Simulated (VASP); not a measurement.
**V: single point with PBEsol**

The system is V.

```xyz
4
Lattice="2.5176 0.0000 0.0000 -1.2588 2.1803 0.0000 0.0000 0.0000 8.9467" Properties=species:S:1:pos:R:3 pbc="T T T"
V    -1.2588    2.1803    8.9467
V    -1.2588    2.1803    4.4733
V     0.0000    1.4536    2.2367
V     1.2588    0.7268    6.7100
```

This isn't the form of V at room conditions, which is bcc.

```yaml
Program: VASP 6.6.1
Task: single point
Functional: PBEsol
Potentials_or_basis: VASP PAW PBE potentials, release 64 (V_sv)
Cutoff: 520 eV
k_mesh: 16 × 16 × 4
Occupations: fermi-dirac, width 0.1 eV
Spin: no spin polarisation
```

```json
{
  "Pressure": "18.6 GPa",
  "Band gap on the k mesh": "zero (bands 26 and 27 overlap by 1.24 eV)"
}
```

Stress tensor (GPa, compression positive):
```
18.35  0.00  0.00
 0.00 18.35  0.00
 0.00  0.00 19.09
```

Levels at points of the mesh, in eV from the Fermi level:
| k point | band 23 | band 24 | band 25 | band 26 | band 27 | band 28 | band 29 | band 30 |
| --- | --- | --- | --- | --- | --- | --- | --- | --- |
| (0.00, 0.00, 0.00) | -0.55 | 0.23 | 0.23 | 0.24 | 0.31 | 0.31 | 0.53 | 0.53 |
| (0.50, 0.00, 0.00) | -2.13 | -1.02 | -0.12 | 0.36 | 0.52 | 1.80 | 1.84 | 2.28 |
| (0.00, 0.00, 0.50) | -0.57 | -0.57 | 0.30 | 0.30 | 0.30 | 0.30 | 0.53 | 0.53 |
| (0.50, 0.00, 0.50) | -1.13 | -1.13 | 0.73 | 0.73 | 0.88 | 0.88 | 1.39 | 1.39 |

It took 120 s on 1 thread of AMD EPYC 7R13 Processor (Zen 3), with other jobs on the host, peak memory 0.21 GiB.

Caveat: the cell stands under pressure; the PAW data sets were made with another functional, which shifts forces and pressure a little.
